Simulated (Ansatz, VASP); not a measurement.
**BN: VASP beside Ansatz**

The input POSCAR:

```
BN
1.0
    0.0000000000      1.8044216300      1.8044216300
    1.8044216300      0.0000000000      1.8044216300
    1.8044216300      1.8044216300      0.0000000000
B N
1 1
Direct
    0.0000000000      0.0000000000      0.0000000000
    0.2500000000      0.2500000000      0.2500000000
```

The input INCAR.step1:

```
PREC = Accurate
ENCUT = 520
ISMEAR = -1
SIGMA = 0.02
LREAL = F
LASPH = T
NELM = 80
GGA = PE
ALGO = Normal
EDIFF = 1E-4
LWAVE = T
LCHARG = F
```

Contents of INCAR.step2:

```
PREC = Accurate
ENCUT = 520
EDIFF = 1E-7
ISMEAR = -1
SIGMA = 0.02
LREAL = F
LASPH = T
NELM = 80
ALGO = Normal
ISIF = 2
LWAVE = F
LCHARG = F
METAGGA = R2SCAN
LMIXTAU = T
IBRION = 2
NSW = 50
EDIFFG = -0.01
ISTART = 1
```

Contents of KPOINTS:

```
Automatic mesh
0
Gamma
  14 14 14
```

Input for Ansatz:

```yaml
crystal:
  lattice:
    - [0.0, 1.80442163, 1.80442163]
    - [1.80442163, 0.0, 1.80442163]
    - [1.80442163, 1.80442163, 0.0]
  atoms:
    - { symbol: B, position: [0.0, 0.0, 0.0] }
    - { symbol: "N", position: [0.25, 0.25, 0.25] }
  symmetry: { tolerance: 0.0003 }
hamiltonian:
  xc: r2scan
  pseudopotentials: { kind: paw, azcp: { folder: soft_1 } }
basis:
  ecutwfc: 500
magnetization:
  spin_polarized: false
scf:
  occupations: { method: fermi_dirac, width: 0.02 }
kpoints:
  mp_grid: { grid: [14, 14, 14], shift: [0, 0, 0] }
  band_path:
    path:
      - [0.0, 0.0, 0.0]
      - [-0.5, -0.5, 0.0]
      - [-0.375, -0.375, 0.25]
      - [-0.375, 0.0, 0.375]
      - [0.0, 0.0, 0.0]
      - [0.0, 0.0, 0.5]
      - [-0.5, -0.25, 0.25]
      - [-0.5, -0.5, 0.0]
    npoints: 10
output:
  forces: true
  stress: true
  eigenvalues: true
  write_potential: true
  elf: true
  volumetric_format: npy
  dos: { e_range: [-12, 8], de: 0.05 }
relax:
  max_steps: 30
```

Alike in both runs: task relaxation of the atoms; functional r2SCAN; k mesh 14 × 14 × 14; occupations fermi-dirac, width 0.02 eV; no spin polarisation.

```csv
,VASP,Ansatz
version,VASP 6.6.1,Ansatz 0.2.0
potentials or method,"VASP PAW PBE potentials, release 64 (B, N), cutoff 520 eV",PAW plane waves
valence electrons in the cell,8,8
```

```csv
,VASP,Ansatz,Ansatz less VASP
"gap on the k mesh at the Fermi level, each at its own relaxed structure (eV)",4.98,4.99,+0.012
```

VASP's potentials were made for PBE, not for r2SCAN. Ansatz's warnings: stress scf threshold loose.

Noted on VASP's run: the relaxation stopped at its first step, so nothing moved.
